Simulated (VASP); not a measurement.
Write the native input for VASP 6.6.1 that does the following.

```
Task                   : single point
Functional             : PBE
Dispersion             : D3(BJ)
Potentials or basis    : VASP PAW PBE potentials, release 64 (W_sv, C, H)
Cutoff                 : 520 eV
k mesh                 : 5 × 5 × 1
Occupations            : gaussian, width 0.15 eV
Spin                   : no spin polarisation
Dipole correction      : no
Further INCAR settings : LREAL = Auto; ALGO = Normal; EDIFF = 1e-06; NBANDS = 92
```

The structure of H3W8C9 lies in POSCAR:

```
H3W8C9
1.0
    5.7490600000      0.0000000000      0.0000000000
   -2.8745300000      4.9788320000      0.0000000000
    0.0000000000      0.0000000000     16.2248850000
W C H
8 9 3
Direct
    0.0000000000      0.0000000000      0.0616337188
    0.0085605080      0.0021470899      0.2389055454
    0.0000000000      0.5000000000      0.0616337188
    0.0070399809      0.5009056341      0.2381660640
    0.5000000000      0.0000000000      0.0616337188
    0.5050179532     -0.0035197010      0.2344683491
    0.5000000000      0.5000000000      0.0616337188
    0.5064011961      0.5003683595      0.2379510240
    0.3333832810      0.1656171568      0.1443800680
    0.3567519086      0.1652319259      0.3137286335
    0.3321263749      0.6640123627      0.1426702254
    0.3494640946      0.6753027618      0.3071837489
    0.8362760456      0.1668756849      0.1439778464
    0.8300347702      0.1666563564      0.3169753746
    0.8356453621      0.6686158521      0.1438582153
    0.8424698829      0.6643134374      0.3083097970
    0.9078234107      0.0707900970      0.3826801238
    0.4129192488      0.1702704570      0.3778318305
    0.7652027719     -0.1166936342      0.4135020988
    1.0963676212      0.1967839043      0.4148512609
```

One way to write it, as run:

INCAR

```
ALGO = Normal ; EDIFF = 1E-6
ENCUT = 520 ; GGA = PE
ISIF = 2 ; ISMEAR = 0
IVDW = 12 ; LASPH = T
LCHARG = T ; LELF = T
LREAL = Auto ; LVHAR = T
LWAVE = F ; NBANDS = 92
NELM = 60 ; PREC = Accurate
SIGMA = 0.15
```

KPOINTS

```
k-points
0
Gamma
  5 5 1
```

Potentials or basis: VASP PAW PBE potentials, release 64 (W_sv, C, H).

Command:

```sh
$ cat potpaw_PBE.64/W_sv/POTCAR potpaw_PBE.64/C/POTCAR potpaw_PBE.64/H/POTCAR > POTCAR
$ mpirun -np 1 vasp_std > vasp.out
```

Results of the run:

```json
{
  "Largest force": "0.428 eV/Å",
  "Band gap on the k mesh": "zero (an odd number of electrons rules out a gap without spin polarisation)",
  "Dispersion energy per atom": "-0.256 eV"
}
```

Caveat: there is no dipole correction, which matters where the two faces differ; spin-orbit coupling is left out, which moves the levels of the heavy elements; an odd number of electrons without spin polarisation forces a metal; a magnetic or distorted state may lie lower.

It took 62 min on 1 thread of Intel(R) Xeon(R) Platinum 8259CL CPU @ 2.50GHz (Skylake/Cascade Lake), with other jobs on the host, peak memory 0.8 GiB.
